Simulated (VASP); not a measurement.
# Ir (Pm-3m) in VASP: notebook

The runs below take Ir through single point, with PBE.

Everything below comes from runs of VASP 6.6.1. Logs are shortened: lines on timing, memory, paths and dates and some standing lists are left out, and cuts for length are marked.

## (1) The cell of the first run

The structure is cubic, space group Pm-3m (No. 221). The conventional cell has a = 2.435 Å, b = 2.435 Å, c = 2.435 Å, α = 90.00°, β = 90.00°, γ = 90.00°. Ir (site symmetry m-3m) has 6 Ir at 2.43 Å within 3.2 Å.

## (2) Single point, PBE

INCAR

```
PREC = Accurate
ENCUT = 520
EDIFF = 1E-6
ISMEAR = 1
SIGMA = 0.1
LREAL = F
LASPH = T
NELM = 80
ALGO = Normal
ISIF = 2
LWAVE = F
LCHARG = F
GGA = PE
NBANDS = 10
```

KPOINTS

```
regular mesh
0
Gamma
  19 19 19
```

POSCAR

```
Ir
1.0
    2.4348206370      0.0000000000      0.0000000000
    0.0000000000      2.4348206370      0.0000000000
    0.0000000000      0.0000000000      2.4348206370
Ir
1
Direct
    0.0000000000      0.0000000000      0.0000000000
```

Potentials or basis: VASP PAW PBE potentials, release 64 (Ir).

Launch:

```bash
cat potpaw_PBE.64/Ir/POTCAR > POTCAR
mpirun -np 1 vasp_std > vasp.out
```

OUTCAR:

```text
PREC = Accurate
   ENCUT = 520
   EDIFF = 1E-6
   ISMEAR = 1
   LREAL = F
   LASPH = T
   NELM = 80
   ISIF = 2
   GGA = PE

 ion  position               nearest neighbor table
   1  0.000  0.000  0.000-

  LATTYP: Found a simple cubic cell.
 ALAT       =     2.4348206370

  Lattice vectors:

 A1 = (   2.4348206370,   0.0000000000,   0.0000000000)
 A2 = (   0.0000000000,   2.4348206370,   0.0000000000)
 A3 = (   0.0000000000,   0.0000000000,   2.4348206370)

Analysis of symmetry for initial positions (statically):
=====================================================================
 Subroutine PRICEL returns:
 Original cell was already a primitive cell.

 Routine SETGRP: Setting up the symmetry group for a
 simple cubic supercell.

 Subroutine GETGRP returns: Found 48 space group operations
 (whereof 48 operations were pure point group operations)
 out of a pool of 48 trial point group operations.

The static configuration has the point symmetry O_h .

Analysis of symmetry for dynamics (positions and initial velocities):
=====================================================================
 Subroutine PRICEL returns:
 Original cell was already a primitive cell.

 Routine SETGRP: Setting up the symmetry group for a
 simple cubic supercell.

 Subroutine GETGRP returns: Found 48 space group operations
 (whereof 48 operations were pure point group operations)
 out of a pool of 48 trial point group operations.

The dynamic configuration has the point symmetry O_h .

 Subroutine INISYM returns: Found 48 space group operations
 (whereof 48 operations are pure point group operations),
 and found     1 'primitive' translations

----------------------------------------------------------------------------------------

                                     Primitive cell

  volume of cell :      14.4345

  direct lattice vectors                    reciprocal lattice vectors
     2.434820637  0.000000000  0.000000000     0.410707871  0.000000000  0.000000000
     0.000000000  2.434820637  0.000000000     0.000000000  0.410707871  0.000000000
     0.000000000  0.000000000  2.434820637     0.000000000  0.000000000  0.410707871

  length of vectors
     2.434820637  2.434820637  2.434820637     0.410707871  0.410707871  0.410707871

  position of ions in fractional coordinates (direct lattice)
     0.000000000  0.000000000  0.000000000
[... 73 lines left out ...]
   LASPH  =      T    aspherical Exc in radial PAW
   ENCUT  =  520.0 eV  38.22 Ry    6.18 a.u.   4.53  4.53  4.53*2*pi/ulx,y,z
   NELM   =     80;   NELMIN=  2; NELMDL= -5     # of ELM steps
   EDIFF  = 0.1E-05   stopping-criterion for ELM
   LREAL  =      F    real-space projection
   EDIFFG = 0.1E-04   stopping-criterion for IOM
   NSW    =      0    number of steps for IOM
   IBRION =     -1    ionic relax: 0-MD 1-quasi-New 2-CG
   NFREE  =      0    steps in history (QN), initial steepest desc. (CG)
   ISIF   =      2    stress and relaxation
   ISYM   =      2    0-nonsym 1-usesym 2-fastsym
   POTIM  = 0.5000    time-step for ionic-motion
   TEBEG  =    0.0;   TEEND  =   0.0 temperature during run
   PSTRESS=    0.0 pullay stress
   NELECT =       9.0000    total number of electrons
   NUPDOWN=      -1.0000    fix difference up-down
   EMIN   =  10.00;   EMAX   =-10.00  energy-range for DOS
   EFERMI =   0.00;   METHOD = LEGACY
   ISMEAR =     1;   SIGMA  =   0.10  broadening in eV -4-tet -1-fermi 0-gaus
   EFERMI_NEDOS =   21; number of points for ismear=-14 and -15
   IALGO  =     38    algorithm
   IMIX   =      4    mixing-type and parameters
     AMIX     =   0.40;   BMIX     =  1.00
     AMIX_MAG =   1.60;   BMIX_MAG =  1.00
  volume/ion in A,a.u.               =      14.43        97.41
  Fermi-wavevector in a.u.,A,eV,Ry     =   1.398584  2.642941 26.613519  1.956038
  Thomas-Fermi vector in A             =   2.521728
   LORBIT       =      0    0 simple, 1 ext, 2 COOP (PROOUT), +10 PAW based schemes
   GGA     = PE    functional components
   LHFCALC =     F    Hartree Fock is set to
   AEXX    =    0.0000 exact exchange contribution
   IVDW    =     0    specifies the selected vdW correction
   LEPSILON=     F    determine dielectric tensor
   LRPA    =     F    only Hartree local field effects (RPA)
 non-spin polarized calculation
 Methfessel and Paxton  Order N= 1 SIGMA  =   0.10
  energy-cutoff  :      520.00
  volume of cell :       14.43
 maximum number of plane-waves:       402
   NGX =  9   NGY =  9   NGZ =  9

 number of electron       8.9999998 magnetization

 Free energy of the ion-electron system (eV)
  ---------------------------------------------------
  ext. energy  EPLUGINS =         0.00000000
  ---------------------------------------------------
  free energy    TOTEN  =        -7.44249457 eV

  energy without entropy =       -7.44237172  energy(sigma->0) =       -7.44245362

 E-fermi :   9.9637     XC(G=0): -13.6908

 val. band max:        9.9432416933   @ k =   0.4737   0.3158   0.1579
 cond. band min:       9.9647431135   @ k =   0.4737   0.2632   0.0526
 fundamental gap:      0.0215014202
 Fermi energy:         9.9636767526

 k-point     1 :       0.0000    0.0000    0.0000
  band No.  band energies     occupation
      1      -0.6602      2.00000
      2       2.5127      2.00000
      3       2.5127      2.00000
      4      11.6737     -0.00000
      5      11.6737     -0.00000
      6      11.6737     -0.00000
      7      26.6368      0.00000
      8      26.6368      0.00000
      9      26.6368      0.00000
     10      33.4424      0.00000
[... 287 lines left out ...]
 k-point    24 :       0.3158    0.1053    0.0000
  band No.  band energies     occupation
      1       2.0390      2.00000
      2       3.5124      2.00000
      3       6.0990      2.00000
      4       8.8048      2.00000
      5       9.0170      2.00000
      6      11.4884     -0.00000
      7      19.3248      0.00000
      8      27.9295      0.00000
      9      29.5234      0.00000
     10      32.3029      0.00000

 [... further k-points ...]
[... 5 lines left out ...]
  --------------------------------------------------------------------------------------
  -------------------------------------------------------------------------------------
  Total        5.4426117      5.4426117      5.4426117      0.0000000      0.0000000      0.0000000
  in kB      604.1113676    604.1113676    604.1113676      0.0000000      0.0000000      0.0000000
  external PRESSURE =     604.1113676 kB  Pullay stress =       0.0000000 kB

 VOLUME and BASIS-vectors are now :
 -----------------------------------------------------------------------------
  energy-cutoff  :      520.00
  volume of cell :       14.43
      direct lattice vectors                 reciprocal lattice vectors
     2.434820637  0.000000000  0.000000000     0.410707871  0.000000000  0.000000000
     0.000000000  2.434820637  0.000000000     0.000000000  0.410707871  0.000000000
     0.000000000  0.000000000  2.434820637     0.000000000  0.000000000  0.410707871

 POSITION                                       TOTAL-FORCE (eV/Angst)
 -----------------------------------------------------------------------------------
      0.00000      0.00000      0.00000         0.000000      0.000000      0.000000
 -----------------------------------------------------------------------------------
    total drift:                                0.000000      0.000000      0.000000

  FREE ENERGIE OF THE ION-ELECTRON SYSTEM (eV)
  ---------------------------------------------------
  free  energy   TOTEN  =        -7.4424945713 eV

  energy  without entropy=       -7.4423717176  energy(sigma->0) =       -7.44245362
```

It took 7.9 s on 1 thread of Intel Xeon 6975P-C (Granite Rapids), shared host; peak memory 0.14 GiB.

What came out:

```
Free energy : -7.4425 eV
Pressure    : 60.4 GPa
```

Caveat: spin-orbit coupling is left out, which moves the levels of the heavy elements.

## (3) Single point, PBE

This run uses another cell than the first one, of 15.06 Å³/atom, 1.043 times its volume.

INCAR

```
PREC     = Accurate       # precision mode
ENCUT    = 520            # plane-wave cutoff, eV
EDIFF    = 1E-7           # SCF threshold, eV
ISMEAR   = 1              # smearing method
SIGMA    = 0.1            # smearing width, eV
LREAL    = F              # projectors in reciprocal space
LASPH    = T              # aspherical terms in the spheres
NELM     = 80             # most SCF steps
ALGO     = Normal         # electronic algorithm
ISIF     = 2              # what is computed and relaxed
LWAVE    = F              # write WAVECAR
LCHARG   = T              # write CHGCAR
GGA      = PE             # functional
LELF     = T              # ELF
LVHAR    = T            
NBANDS   = 10             # bands
```

KPOINTS is that of step 2.

POSCAR

```
Ir
1.0
    2.4693673680      0.0000000000      0.0000000000
    0.0000000000      2.4693673680      0.0000000000
    0.0000000000      0.0000000000      2.4693673680
Ir
1
Direct
    0.0000000000      0.0000000000      0.0000000000
```

Potentials or basis: VASP PAW PBE potentials, release 64 (Ir).

Launch:

```bash
cat potpaw_PBE.64/Ir/POTCAR > POTCAR
mpirun -np 1 vasp_std > vasp.out
```

OUTCAR:

```text
PREC = Accurate
   ENCUT = 520
   EDIFF = 1E-7
   ISMEAR = 1
   LREAL = F
   LASPH = T
   NELM = 80
   ISIF = 2
   GGA = PE

 ion  position               nearest neighbor table
   1  0.000  0.000  0.000-

  LATTYP: Found a simple cubic cell.
 ALAT       =     2.4693673680

  Lattice vectors:

 A1 = (   2.4693673680,   0.0000000000,   0.0000000000)
 A2 = (   0.0000000000,   2.4693673680,   0.0000000000)
 A3 = (   0.0000000000,   0.0000000000,   2.4693673680)

Analysis of symmetry for initial positions (statically):
[... 481 lines left out ...]
      3       5.6144      2.00000
      4       8.1813      2.00000
      5       8.3856      2.00000
      6      10.6802     -0.00000
      7      18.3825      0.00000
      8      26.9693      0.00000
      9      28.5777      0.00000
     10      31.0937      0.00000

 [... further k-points ...]
[... 5 lines left out ...]
  --------------------------------------------------------------------------------------
  -------------------------------------------------------------------------------------
  Total        3.7954675      3.7954675      3.7954675      0.0000000      0.0000000      0.0000000
  in kB      403.8487528    403.8487528    403.8487528      0.0000000      0.0000000      0.0000000
  external PRESSURE =     403.8487528 kB  Pullay stress =       0.0000000 kB

 VOLUME and BASIS-vectors are now :
 -----------------------------------------------------------------------------
  energy-cutoff  :      520.00
  volume of cell :       15.06
      direct lattice vectors                 reciprocal lattice vectors
     2.469367368  0.000000000  0.000000000     0.404962021  0.000000000  0.000000000
     0.000000000  2.469367368  0.000000000     0.000000000  0.404962021  0.000000000
     0.000000000  0.000000000  2.469367368     0.000000000  0.000000000  0.404962021

 POSITION                                       TOTAL-FORCE (eV/Angst)
 -----------------------------------------------------------------------------------
      0.00000      0.00000      0.00000         0.000000      0.000000      0.000000
 -----------------------------------------------------------------------------------
    total drift:                                0.000000      0.000000      0.000000

  FREE ENERGIE OF THE ION-ELECTRON SYSTEM (eV)
  ---------------------------------------------------
  free  energy   TOTEN  =        -7.6373150582 eV

  energy  without entropy=       -7.6373227397  energy(sigma->0) =       -7.63731762
```

OSZICAR:

```text
N       E                     dE             d eps       ncg     rms          rms(c)
DAV:   1     0.487462028981E+02    0.48746E+02   -0.42755E+03  4408   0.806E+02
DAV:   2    -0.709668245709E+01   -0.55843E+02   -0.53880E+02  4510   0.196E+02
DAV:   3    -0.798483833025E+01   -0.88816E+00   -0.88525E+00  5100   0.300E+01
DAV:   4    -0.799357526148E+01   -0.87369E-02   -0.87353E-02  5174   0.279E+00
DAV:   5    -0.799375401630E+01   -0.17875E-03   -0.17875E-03  5090   0.384E-01    0.152E+01
DAV:   6    -0.770105280123E+01    0.29270E+00   -0.50214E-01  5150   0.833E+00    0.709E+00
DAV:   7    -0.764223725035E+01    0.58816E-01   -0.15078E-01  5776   0.411E+00    0.160E+00
DAV:   8    -0.763781704451E+01    0.44202E-02   -0.49043E-03  4888   0.983E-01    0.610E-01
DAV:   9    -0.763731975015E+01    0.49729E-03   -0.15713E-04  4894   0.906E-02    0.648E-02
DAV:  10    -0.763731549890E+01    0.42512E-05   -0.57665E-06  5126   0.310E-02    0.572E-03
DAV:  11    -0.763731512264E+01    0.37626E-06   -0.13949E-07  4616   0.327E-03    0.872E-04
DAV:  12    -0.763731505825E+01    0.64395E-07   -0.78361E-09  2624   0.838E-04
   1 F= -.76373151E+01 E0= -.76373176E+01  d E =0.768142E-05
```

Wall time 8.9 s (1 thread of Intel Xeon 6975P-C (Granite Rapids), shared host); peak memory 0.15 GiB.

What came out:

```
Free energy : -7.6373 eV
Pressure    : 40.4 GPa
```

Caveat: spin-orbit coupling is left out, which moves the levels of the heavy elements.
